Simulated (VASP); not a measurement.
# AlNi in VASP: further runs

AlNi is run at these levels: PBE; tasks: single point.

Program: VASP 6.6.1. These are calculated values, not measurements. Logs are shortened: lines on timing, memory, paths and dates and some standing lists are left out, and cuts for length are marked.

**1. The cell of the first run**

The structure is tetragonal, space group P4mm (No. 99). Conventional cell: a = 2.889 Å, b = 2.889 Å, c = 2.900 Å, α = 90.00°, β = 90.00°, γ = 90.00°. Within 3.2 Å of Al (site symmetry 4mm) lie 8 Ni at 2.42 to 2.59 Å and 6 Al at 2.89 to 2.90 Å. Ni (site symmetry 4mm) has 8 Al at 2.42 to 2.59 Å and 6 Ni at 2.89 to 2.90 Å within 3.2 Å.

**2. Single point, PBE (mode 4 frozen in at +0.000 Å and mode 6 at -0.100 Å (largest displacements))**

Input file INCAR:

```
PREC     = Accurate       # precision mode
ENCUT    = 520            # plane-wave cutoff, eV
EDIFF    = 1E-6           # SCF threshold, eV
ISMEAR   = 0              # smearing method
SIGMA    = 0.15           # smearing width, eV
LREAL    = F              # projectors in reciprocal space
LASPH    = T              # aspherical terms in the spheres
NELM     = 80             # most SCF steps
ALGO     = Fast           # electronic algorithm
ISIF     = 2              # what is computed and relaxed
LWAVE    = F              # write WAVECAR
LCHARG   = F              # write CHGCAR
GGA      = PE             # functional
NBANDS   = 14             # bands
```

Input file KPOINTS:

```
Automatic mesh
0
Gamma
  16 16 16
```

Input file POSCAR:

```
AlNi
1.0
    2.0426321522     -2.0425983492      0.0000000000
    2.0426321522      2.0425983492      0.0000000000
    0.0000000000      0.0000000000      2.9004437222
Al Ni
1 1
Direct
    0.0000000000      0.0000000000     -0.0344774833
    0.5000000000      0.5000000000      0.5158494063
```

Potentials or basis: VASP PAW PBE potentials, release 64 (Al, Ni).

Command:

```bash
$ cat potpaw_PBE.64/Al/POTCAR potpaw_PBE.64/Ni/POTCAR > POTCAR
$ mpirun -np 1 vasp_std > vasp.out
```

OUTCAR:

```text
PREC = Accurate
   ENCUT = 520
   EDIFF = 1E-6
   ISMEAR = 0
   LREAL = F
   LASPH = T
   NELM = 80
   ISIF = 2
   GGA = PE

 ion  position               nearest neighbor table
   1  0.000  0.000  0.966-   2 2.42   2 2.42   2 2.42   2 2.42   2 2.59   2 2.59   2 2.59   2 2.59

   2  0.500  0.500  0.516-   1 2.42   1 2.42   1 2.42   1 2.42   1 2.59   1 2.59   1 2.59   1 2.59

  LATTYP: Found a base centered orthorhombic cell.
 ALAT       =     4.0851966984
 B/A-ratio  =     1.0000165490
 C/A-ratio  =     0.7099887561

  Lattice vectors:

 A1 = (  -2.0426321522,  -2.0425983492,   0.0000000000)
 A2 = (   2.0426321522,  -2.0425983492,   0.0000000000)
 A3 = (   0.0000000000,   0.0000000000,   2.9004437222)

Analysis of symmetry for initial positions (statically):
=====================================================================
 Subroutine PRICEL returns:
 Original cell was already a primitive cell.

 Routine SETGRP: Setting up the symmetry group for a
 base centered orthorhombic supercell.

 Subroutine GETGRP returns: Found  4 space group operations
 (whereof  4 operations were pure point group operations)
 out of a pool of  8 trial point group operations.

The static configuration has the point symmetry C_2v.

Analysis of symmetry for dynamics (positions and initial velocities):
=====================================================================
 Subroutine PRICEL returns:
 Original cell was already a primitive cell.

 Routine SETGRP: Setting up the symmetry group for a
 base centered orthorhombic supercell.

 Subroutine GETGRP returns: Found  4 space group operations
 (whereof  4 operations were pure point group operations)
 out of a pool of  8 trial point group operations.

The dynamic configuration has the point symmetry C_2v.

 Subroutine INISYM returns: Found  4 space group operations
 (whereof  4 operations are pure point group operations),
 and found     1 'primitive' translations

----------------------------------------------------------------------------------------

                                     Primitive cell

  volume of cell :      24.2029

  direct lattice vectors                    reciprocal lattice vectors
     2.042632152 -2.042598349  0.000000000     0.244782204 -0.244786255  0.000000000
     2.042632152  2.042598349  0.000000000     0.244782204  0.244786255  0.000000000
     0.000000000  0.000000000  2.900443722     0.000000000  0.000000000  0.344774833

  length of vectors
     2.888694190  2.888694190  2.900443722     0.346177177  0.346177177  0.344774833

  position of ions in fractional coordinates (direct lattice)
     0.000000000  0.000000000  0.965522517
     0.500000000  0.500000000  0.515849406

  ion indices of the primitive-cell ions
   primitive index   ion index
                 1           1
                 2           2

----------------------------------------------------------------------------------------

 KPOINTS: Automatic mesh

Automatic generation of k-mesh.
 Grid dimensions read from file:
 generate k-points for:   16   16   16

 Generating k-lattice:

  Cartesian coordinates                     Fractional coordinates (reciprocal lattice)
     0.015298888 -0.015299141  0.000000000     0.062500000  0.000000000  0.000000000
     0.015298888  0.015299141  0.000000000     0.000000000  0.062500000  0.000000000
     0.000000000  0.000000000  0.021548427     0.000000000  0.000000000  0.062500000

  Length of vectors
     0.021636074  0.021636074  0.021548427

  Shift w.r.t. Gamma in fractional coordinates (k-lattice)
     0.000000000  0.000000000  0.000000000

 Subroutine IBZKPT returns following result:
 ===========================================

 Found    657 irreducible k-points:

 Following reciprocal coordinates:
            Coordinates               Weight
  0.000000  0.000000  0.000000      1.000000
  0.062500  0.000000  0.000000      4.000000
  0.125000  0.000000  0.000000      4.000000
  0.187500  0.000000  0.000000      4.000000
  0.250000  0.000000  0.000000      4.000000
  0.312500  0.000000  0.000000      4.000000
[... 16 lines left out ...]
 -0.125000  0.062500  0.000000      4.000000
 -0.062500  0.062500  0.000000      2.000000
 [... further k-points ...]
   k-points           NKPTS =    657   k-points in BZ     NKDIM =    657   number of bands    NBANDS=     14
   number of dos      NEDOS =    301   number of ions     NIONS =      2
   total plane-waves  NPLWV =  13824
   dimension x,y,z NGX =    24 NGY =   24 NGZ =   24
   dimension x,y,z NGXF=    48 NGYF=   48 NGZF=   48
   ions per type =               1   1
   NGX,Y,Z   is equivalent  to a cutoff of  13.81, 13.81, 13.76 a.u.
   NGXF,Y,Z  is equivalent  to a cutoff of  27.62, 27.62, 27.51 a.u.
 SYSTEM =  unknown system
   PREC   = accura    normal or accurate (medium, high low for compatibility)
   ISTART =      0    job   : 0-new  1-cont  2-samecut
   ICHARG =      2    charge: 1-file 2-atom 10-const
   ISPIN  =      1    spin polarized calculation?
   LNONCOLLINEAR =      F non collinear calculations
   LSORBIT =      F    spin-orbit coupling
   LASPH  =      T    aspherical Exc in radial PAW
   ENCUT  =  520.0 eV  38.22 Ry    6.18 a.u.   5.37  5.37  5.39*2*pi/ulx,y,z
   NELM   =     80;   NELMIN=  2; NELMDL= -5     # of ELM steps
   EDIFF  = 0.1E-05   stopping-criterion for ELM
   LREAL  =      F    real-space projection
   EDIFFG = 0.1E-04   stopping-criterion for IOM
   NSW    =      0    number of steps for IOM
   IBRION =     -1    ionic relax: 0-MD 1-quasi-New 2-CG
   NFREE  =      0    steps in history (QN), initial steepest desc. (CG)
   ISIF   =      2    stress and relaxation
   ISYM   =      2    0-nonsym 1-usesym 2-fastsym
   POTIM  = 0.5000    time-step for ionic-motion
   TEBEG  =    0.0;   TEEND  =   0.0 temperature during run
   PSTRESS=    0.0 pullay stress
   NELECT =      13.0000    total number of electrons
   NUPDOWN=      -1.0000    fix difference up-down
   EMIN   =  10.00;   EMAX   =-10.00  energy-range for DOS
   EFERMI =   0.00;   METHOD = LEGACY
   ISMEAR =     0;   SIGMA  =   0.15  broadening in eV -4-tet -1-fermi 0-gaus
   EFERMI_NEDOS =   21; number of points for ismear=-14 and -15
   IALGO  =     68    algorithm
   IMIX   =      4    mixing-type and parameters
     AMIX     =   0.40;   BMIX     =  1.00
     AMIX_MAG =   1.60;   BMIX_MAG =  1.00
  volume/ion in A,a.u.               =      12.10        81.66
  Fermi-wavevector in a.u.,A,eV,Ry     =   1.330761  2.514774 24.094898  1.770925
  Thomas-Fermi vector in A             =   2.459823
   LORBIT       =      0    0 simple, 1 ext, 2 COOP (PROOUT), +10 PAW based schemes
   GGA     = PE    functional components
   LHFCALC =     F    Hartree Fock is set to
   AEXX    =    0.0000 exact exchange contribution
   IVDW    =     0    specifies the selected vdW correction
   LEPSILON=     F    determine dielectric tensor
   LRPA    =     F    only Hartree local field effects (RPA)
 non-spin polarized calculation
 RMM-DIIS sequential band-by-band and
 Gauss-broadening in eV      SIGMA  =   0.15
  energy-cutoff  :      520.00
  volume of cell :       24.20
 maximum number of plane-waves:       672
 NGX is ok and might be reduce to    24
   NGX = 11   NGY = 11   NGZ = 11

 number of electron      13.0000009 magnetization

 Free energy of the ion-electron system (eV)
  ---------------------------------------------------
  ext. energy  EPLUGINS =         0.00000000
  ---------------------------------------------------
  free energy    TOTEN  =       -10.48277506 eV

  energy without entropy =      -10.47400494  energy(sigma->0) =      -10.47839000

 E-fermi :   9.8628     XC(G=0): -11.9847

 val. band max:        9.8627398596   @ k =  -0.3750   0.3750   0.5000
 cond. band min:       9.8649405789   @ k =  -0.3750   0.1250   0.3125
 fundamental gap:      0.0022007193
 Fermi energy:         9.8627716739

 k-point     1 :       0.0000    0.0000    0.0000
  band No.  band energies     occupation
      1      -1.1809      2.00000
      2       6.6672      2.00000
      3       6.6842      2.00000
      4       8.3263      2.00000
      5       8.3351      2.00000
      6       8.3352      2.00000
      7      15.2443      0.00000
      8      15.3689      0.00000
      9      15.3690      0.00000
     10      17.9603      0.00000
     11      17.9927      0.00000
     12      23.2601      0.00000
     13      30.4388      0.00000
     14      30.4497      0.00000

 k-point     2 :       0.0625    0.0000    0.0000
  band No.  band energies     occupation
      1      -1.1093      2.00000
      2       6.6650      2.00000
      3       6.6985      2.00000
      4       8.2940      2.00000
      5       8.3040      2.00000
      6       8.3395      2.00000
      7      14.5567      0.00000
      8      15.3697      0.00000
      9      15.4636      0.00000
     10      17.9729      0.00000
     11      18.6816      0.00000
     12      23.5190      0.00000
     13      29.6609      0.00000
     14      29.8422      0.00000

 k-point     3 :       0.1250    0.0000    0.0000
  band No.  band energies     occupation
      1      -0.8953      2.00000
      2       6.6391      2.00000
      3       6.7451      2.00000
      4       8.2078      2.00000
      5       8.2181      2.00000
      6       8.3486      2.00000
      7      13.1843      0.00000
      8      15.6444      0.00000
      9      15.7408      0.00000
     10      17.9892      0.00000
     11      19.7613      0.00000
     12      24.3374      0.00000
     13      28.2485      0.00000
     14      28.3651      0.00000
[... 324 lines left out ...]
 k-point    23 :      -0.1250    0.0625    0.0000
  band No.  band energies     occupation
      1      -0.8243      2.00000
      2       6.6536      2.00000
      3       6.7478      2.00000
      4       8.1708      2.00000
      5       8.2205      2.00000
      6       8.3202      2.00000
      7      13.2444      0.00000
      8      14.9204      0.00000
      9      15.7843      0.00000
     10      18.4408      0.00000
     11      20.1149      0.00000
     12      24.5105      0.00000
     13      27.4436      0.00000
     14      28.2913      0.00000

 k-point    24 :      -0.0625    0.0625    0.0000
  band No.  band energies     occupation
      1      -1.0379      2.00000
      2       6.6699      2.00000
      3       6.7071      2.00000
      4       8.2604      2.00000
      5       8.3013      2.00000
      6       8.3157      2.00000
      7      14.5151      0.00000
      8      14.7698      0.00000
      9      15.5116      0.00000
     10      18.2998      0.00000
     11      19.0788      0.00000
     12      23.7549      0.00000
     13      28.9371      0.00000
     14      29.6196      0.00000

 [... further k-points ...]
[... 5 lines left out ...]
  --------------------------------------------------------------------------------------
  -------------------------------------------------------------------------------------
  Total        0.2655098      0.2661250      0.0649423      0.0000000      0.0000000      0.0000000
  in kB       17.5761435     17.6168669      4.2990331      0.0000000      0.0000000      0.0000000
  external PRESSURE =      13.1640145 kB  Pullay stress =       0.0000000 kB

 VOLUME and BASIS-vectors are now :
 -----------------------------------------------------------------------------
  energy-cutoff  :      520.00
  volume of cell :       24.20
      direct lattice vectors                 reciprocal lattice vectors
     2.042632152 -2.042598349  0.000000000     0.244782204 -0.244786255  0.000000000
     2.042632152  2.042598349  0.000000000     0.244782204  0.244786255  0.000000000
     0.000000000  0.000000000  2.900443722     0.000000000  0.000000000  0.344774833

 POSITION                                       TOTAL-FORCE (eV/Angst)
 -----------------------------------------------------------------------------------
      0.00000      0.00000      2.80044         0.000000      0.000000      0.833916
      2.04263      0.00000      1.49619        -0.000000      0.000000     -0.833916
 -----------------------------------------------------------------------------------
    total drift:                                0.000000     -0.000000     -0.000086

  FREE ENERGIE OF THE ION-ELECTRON SYSTEM (eV)
  ---------------------------------------------------
  free  energy   TOTEN  =       -10.4827750562 eV

  energy  without entropy=      -10.4740049397  energy(sigma->0) =      -10.47839000
```

Run time: 2 min. Hardware: 1 thread of Intel Xeon Platinum 8488C (Sapphire Rapids), shared host; peak memory 0.33 GiB.

What came out:

| Item | Value |
| --- | --- |
| Free energy | -10.4828 eV |
| Pressure | 1.3 GPa |
| Largest force | 0.834 eV/Å |

Forces in eV/Å, atoms in the order of the input:
```
Al   0.000  0.000  0.834
Ni   0.000  0.000 -0.834
```

Stress tensor (GPa, compression positive):
```
1.76 0.00 0.00
0.00 1.76 0.00
0.00 0.00 0.43
```

Levels at points of the mesh, in eV from the Fermi level:
```
           k point  band 3  band 4  band 5  band 6  band 7  band 8  band 9  band 10  band 11  band 12
(0.00, 0.00, 0.00)   -3.18   -1.54   -1.53   -1.53    5.38    5.51    5.51     8.10     8.13    13.40
(0.50, 0.00, 0.00)   -2.72   -2.23   -2.22   -1.44   -0.64    8.29    9.98    10.03    10.57    10.84
(0.50, 0.50, 0.00)   -2.89   -2.89   -1.99   -1.99   -1.01    1.47    2.42    12.16    14.37    14.37
(0.00, 0.00, 0.50)   -2.74   -2.20   -2.20   -1.45   -0.65    8.32    9.89     9.89    10.89    10.89
(0.50, 0.00, 0.50)   -2.85   -2.74   -2.07   -2.04   -1.01    1.45    2.38    12.21    14.94    15.09
(0.50, 0.50, 0.50)   -4.03   -0.98   -0.98    1.96    1.96    2.05    3.41     4.44     4.44     4.63
```

Caveat: the cell differs from its parent crystal (mode 4 frozen in at +0.000 Å and mode 6 at -0.100 Å (largest displacements)). Spin polarisation is off, so any magnetic state and its effect on volume and gap are missing.

**3. Single point, PBE (mode 4 frozen in at -0.100 Å and mode 6 at +0.000 Å (largest displacements))**

Input file INCAR:

```
ALGO = Fast ; EDIFF = 1E-6
ENCUT = 520 ; GGA = PE
ISIF = 2 ; ISMEAR = 0
LASPH = True ; LCHARG = True
LELF = True ; LREAL = False
LVHAR = True ; LWAVE = False
NBANDS = 14 ; NELM = 80
PREC = Accurate ; SIGMA = 0.15
```

Input file KPOINTS:

```
k-points
0
Gamma
  16 16 16
```

Input file POSCAR:

```
AlNi
1.0
    2.0426321522     -2.0425983492      0.0000000000
    2.0426321522      2.0425983492      0.0000000000
    0.0000000000      0.0000000000      2.9004437222
Al Ni
1 1
Direct
   -0.0346177177      0.0000000000      0.0000000000
    0.5159138724      0.5000000000      0.5000000000
```

Potentials or basis: VASP PAW PBE potentials, release 64 (Al, Ni).

Command:

```bash
$ cat potpaw_PBE.64/Al/POTCAR potpaw_PBE.64/Ni/POTCAR > POTCAR
$ mpirun -np 1 vasp_std > vasp.out
```

It took 3.1 min on 1 thread of Intel Xeon Platinum 8488C (Sapphire Rapids), shared host; peak memory 0.49 GiB.

Results (log left out):

```
Free energy   : -10.4829 eV
Pressure      : 1.3 GPa
Largest force : 0.832 eV/Å
```

Forces on the atoms (eV/Å):
```
Al   0.588 -0.588  0.000
Ni  -0.588  0.588  0.000
```

Stress tensor (GPa, compression positive):
```
1.23 0.50 0.00
0.50 1.23 0.00
0.00 0.00 1.43
```

Levels at points of the mesh, in eV from the Fermi level:
| k point | band 4 | band 5 | band 6 | band 7 | band 8 | band 9 | band 10 | band 11 |
| --- | --- | --- | --- | --- | --- | --- | --- | --- |
| (0.00, 0.00, 0.00) | -1.55 | -1.53 | -1.52 | 5.36 | 5.51 | 5.52 | 8.10 | 8.14 |
| (0.50, 0.00, 0.00) | -2.23 | -2.20 | -1.46 | -0.62 | 8.32 | 9.77 | 9.91 | 10.81 |
| (0.00, 0.50, 0.00) | -2.26 | -2.20 | -1.44 | -0.64 | 8.30 | 9.89 | 10.12 | 10.68 |
| (0.50, 0.50, 0.00) | -2.71 | -2.08 | -2.05 | -1.00 | 1.49 | 2.42 | 12.11 | 14.87 |
| (0.00, 0.00, 0.50) | -2.23 | -2.20 | -1.43 | -0.67 | 8.30 | 10.01 | 10.10 | 10.64 |
| (0.50, 0.00, 0.50) | -2.73 | -2.06 | -2.04 | -1.01 | 1.45 | 2.38 | 12.21 | 14.98 |
| (0.00, 0.50, 0.50) | -2.90 | -1.98 | -1.98 | -1.02 | 1.43 | 2.38 | 12.26 | 14.45 |
| (0.50, 0.50, 0.50) | -0.99 | -0.97 | 1.95 | 1.96 | 2.05 | 3.40 | 4.44 | 4.48 |

Caveat: the cell differs from its parent crystal (mode 4 frozen in at -0.100 Å and mode 6 at +0.000 Å (largest displacements)).
